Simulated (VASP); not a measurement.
# Ti4Se (I-43m) in VASP: single point with PBE

Aim: the single point of Ti4Se with PBE.

All numbers are computed with VASP 6.6.1; they aren't measurements. Logs are shortened: lines on timing, memory, paths and dates and some standing lists are left out, and cuts for length are marked.

### 1 The cell of the first run

The structure is cubic, space group I-43m (No. 217). Conventional cell: a = 5.987 Å, b = 5.987 Å, c = 5.987 Å, α = 90.00°, β = 90.00°, γ = 90.00°. Ti (site symmetry 3m) has 1 Se at 1.81 Å within 2.4 Å. Within 2.4 Å of Se (site symmetry -43m) lie 4 Ti at 1.81 Å.

The cell was built from a structure type or drawn by symmetry, and may not be a known phase.

### 2 Single point, PBE, collinear spin

The input, INCAR:

```
PREC = Accurate
ENCUT = 520
EDIFF = 1E-6
ISMEAR = 0
SIGMA = 0.1
LREAL = False
LASPH = True
NELM = 150
ALGO = Normal
ISIF = 2
LWAVE = False
LCHARG = False
ISPIN = 2
MAGMOM = 1 1 -1 -1 0
LORBIT = 11
LMAXMIX = 4
GGA = PE
NBANDS = 39
```

The input, KPOINTS:

```
regular mesh
0
Gamma
  4 4 4
```

The input, POSCAR:

```
Ti4Se
1.0
   -2.9933570500      2.9933570500      2.9933570500
    2.9933570500     -2.9933570500      2.9933570500
    2.9933570500      2.9933570500     -2.9933570500
Ti Se
4 1
Direct
    0.3495999900      0.3495999900      0.3495999900
    0.6504000100      0.0000000000      0.0000000000
    0.0000000000      0.0000000000      0.6504000100
    0.0000000000      0.6504000100      0.0000000000
    0.0000000000      0.0000000000      0.0000000000
```

Potentials or basis: VASP PAW PBE potentials, release 64 (Ti_sv, Se).

Launch:

```sh
cat potpaw_PBE.64/Ti_sv/POTCAR potpaw_PBE.64/Se/POTCAR > POTCAR
mpirun -np 1 vasp_std > vasp.out
```

OUTCAR:

```text
PREC = Accurate
   ENCUT = 520
   EDIFF = 1E-6
   ISMEAR = 0
   LREAL = False
   LASPH = True
   NELM = 150
   ISIF = 2
   ISPIN = 2
   LORBIT = 11
   GGA = PE

 ion  position               nearest neighbor table
   1  0.350  0.350  0.350-   5 1.81
   2  0.650  0.000  0.000-   5 1.81
   3  0.000  0.000  0.650-   5 1.81
   4  0.000  0.650  0.000-   5 1.81
   5  0.000  0.000  0.000-   1 1.81   2 1.81   3 1.81   4 1.81

  LATTYP: Found a body centered cubic cell.
 ALAT       =     5.9867141000

  Lattice vectors:

 A1 = (  -2.9933570500,   2.9933570500,   2.9933570500)
 A2 = (   2.9933570500,  -2.9933570500,   2.9933570500)
 A3 = (   2.9933570500,   2.9933570500,  -2.9933570500)

Analysis of symmetry for initial positions (statically):
=====================================================================
 Subroutine PRICEL returns:
 Original cell was already a primitive cell.

 Routine SETGRP: Setting up the symmetry group for a
 body centered cubic supercell.

 Subroutine GETGRP returns: Found 24 space group operations
 (whereof 24 operations were pure point group operations)
 out of a pool of 48 trial point group operations.

The static configuration has the point symmetry T_d .

Analysis of symmetry for dynamics (positions and initial velocities):
=====================================================================
 Subroutine PRICEL returns:
 Original cell was already a primitive cell.

 Routine SETGRP: Setting up the symmetry group for a
 body centered cubic supercell.

 Subroutine GETGRP returns: Found 24 space group operations
 (whereof 24 operations were pure point group operations)
 out of a pool of 48 trial point group operations.

The dynamic configuration has the point symmetry T_d .

Analysis of structural, dynamic, and magnetic symmetry:
=====================================================================
 Subroutine PRICEL returns:
 Original cell was already a primitive cell.

 Routine SETGRP: Setting up the symmetry group for a
 body centered cubic supercell.

 Subroutine GETGRP returns: Found  8 space group operations
 (whereof  8 operations were pure point group operations)
 out of a pool of 48 trial point group operations.

The overall configuration has the point symmetry D_2d.

 Subroutine INISYM returns: Found  8 space group operations
 (whereof  8 operations are pure point group operations),
 and found     1 'primitive' translations
[... 118 lines left out ...]
   LEPSILON=     F    determine dielectric tensor
   LRPA    =     F    only Hartree local field effects (RPA)
 spin polarized calculation
 Gauss-broadening in eV      SIGMA  =   0.10
  energy-cutoff  :      520.00
  volume of cell :      107.28
 maximum number of plane-waves:      2916
 NGX is ok and might be reduce to    40
   NGX = 19   NGY = 19   NGZ = 19

 number of electron      53.9999979 magnetization      -0.0000000

 number of electron      53.9999979 magnetization       0.0000000

 Free energy of the ion-electron system (eV)
  ---------------------------------------------------
  ext. energy  EPLUGINS =         0.00000000
  ---------------------------------------------------
  free energy    TOTEN  =       -14.08495883 eV

  energy without entropy =      -14.01541263  energy(sigma->0) =      -14.05018573

 E-fermi :   5.7959     XC(G=0):  -9.9922

 val. band max:        5.7824260898   @ k =   0.0000   0.2500   0.2500
 cond. band min:       5.8097853003   @ k =   0.2500   0.0000   0.0000
 fundamental gap:      0.0273592106
 Fermi energy:         5.7959030395

 spin component 1

 k-point     1 :       0.0000    0.0000    0.0000
  band No.  band energies     occupation
      1     -51.0250      1.00000
      2     -50.9096      1.00000
      3     -50.9093      1.00000
      4     -50.9091      1.00000
      5     -28.3187      1.00000
      6     -27.6883      1.00000
[... 535 lines left out ...]
     38       8.6224      0.00000
     39       8.6224      0.00000
 Fermi energy:         5.7959030395

 spin component 2

 k-point     1 :       0.0000    0.0000    0.0000
  band No.  band energies     occupation
      1     -51.0250      1.00000
      2     -50.9096      1.00000
      3     -50.9093      1.00000
      4     -50.9091      1.00000
      5     -28.3187      1.00000
      6     -27.6883      1.00000
[... 535 lines left out ...]
     38       8.6224      0.00000
     39       8.6224      0.00000

------------------------ aborting loop because EDIFF is reached ----------------------------------------

  FORCE on cell =-STRESS in cart. coord.  units (eV):
  Direction    XX          YY          ZZ          XY          YZ          ZX
  --------------------------------------------------------------------------------------
  -------------------------------------------------------------------------------------
  Total       41.9930334     41.9930298     41.9930298      0.0000000      0.0000000     -0.0000000
  in kB      627.1223362    627.1222823    627.1222823      0.0000000      0.0000000     -0.0000000
  external PRESSURE =     627.1223003 kB  Pullay stress =       0.0000000 kB

 VOLUME and BASIS-vectors are now :
 -----------------------------------------------------------------------------
  energy-cutoff  :      520.00
  volume of cell :      107.28
      direct lattice vectors                 reciprocal lattice vectors
    -2.993357050  2.993357050  2.993357050     0.000000000  0.167036538  0.167036538
     2.993357050 -2.993357050  2.993357050     0.167036538  0.000000000  0.167036538
     2.993357050  2.993357050 -2.993357050     0.167036538  0.167036538  0.000000000

 POSITION                                       TOTAL-FORCE (eV/Angst)
 -----------------------------------------------------------------------------------
      1.04648      1.04648      1.04648        11.336032     11.336019     11.336019
     -1.94688      1.94688      1.94688        11.336032    -11.336019    -11.336019
      1.94688      1.94688     -1.94688       -11.336032    -11.336019     11.336019
      1.94688     -1.94688      1.94688       -11.336032     11.336019    -11.336019
      0.00000      0.00000      0.00000        -0.000000     -0.000000      0.000000
 -----------------------------------------------------------------------------------
    total drift:                                0.000002      0.000002      0.000003

  FREE ENERGIE OF THE ION-ELECTRON SYSTEM (eV)
  ---------------------------------------------------
  free  energy   TOTEN  =       -14.0849588315 eV

  energy  without entropy=      -14.0154126263  energy(sigma->0) =      -14.05018573

 total charge

# of ion       s       p       d       tot
------------------------------------------
    1        2.233   6.169   2.344  10.746
    2        2.233   6.169   2.344  10.746
    3        2.233   6.169   2.344  10.746
    4        2.233   6.169   2.344  10.746
    5        1.606   3.003   0.746   5.355
--------------------------------------------------
tot         10.539  27.677  10.123  48.339

 magnetization (x)

# of ion       s       p       d       tot
------------------------------------------
    1        0.000   0.000   0.000   0.001
    2        0.000   0.000   0.000   0.001
    3       -0.000  -0.000  -0.000  -0.001
    4       -0.000  -0.000  -0.000  -0.001
    5        0.000   0.000   0.000   0.000
--------------------------------------------------
tot          0.000   0.000   0.000   0.000
```

stdout:

```text
POSCAR found type information on POSCAR TiSe
 POSCAR found :  2 types and       5 ions
 scaLAPACK will be used
 LDA part: xc-table for (Slater+PW92), standard interpolation
 POSCAR, INCAR and KPOINTS ok, starting setup
 FFT: planning ... GRIDC
 FFT: planning ... GRID_SOFT
 FFT: planning ... GRID
 WAVECAR not read
 entering main loop
```

Wall time 70 s (1 thread of Intel Xeon 6975P-C (Granite Rapids), shared host); peak memory 0.32 GiB.

What came out:

* Free energy: -14.0850 eV
* Pressure: 62.7 GPa
* Largest force: 19.635 eV/Å
* Band gap on the k mesh: zero (filled and empty bands overlap)
* Net moment: 0.00 μB per cell
* Valence electrons inside the program's atomic spheres: Ti 10.75; Se 5.36

Forces in eV/Å, atoms in the order of the input:
```
Ti   11.336  11.336  11.336
Ti   11.336 -11.336 -11.336
Ti  -11.336 -11.336  11.336
Ti  -11.336  11.336 -11.336
Se    0.000   0.000   0.000
```

Caveat: the k points lie up to 0.37 Å⁻¹ apart, too coarse for converged energies and pressures of a metal; atoms lie so close that the PAW spheres overlap strongly, which falsifies energies and pressures; forces of over 1 eV/Å act on the atoms, so gaps and moduli don't describe the material at rest.
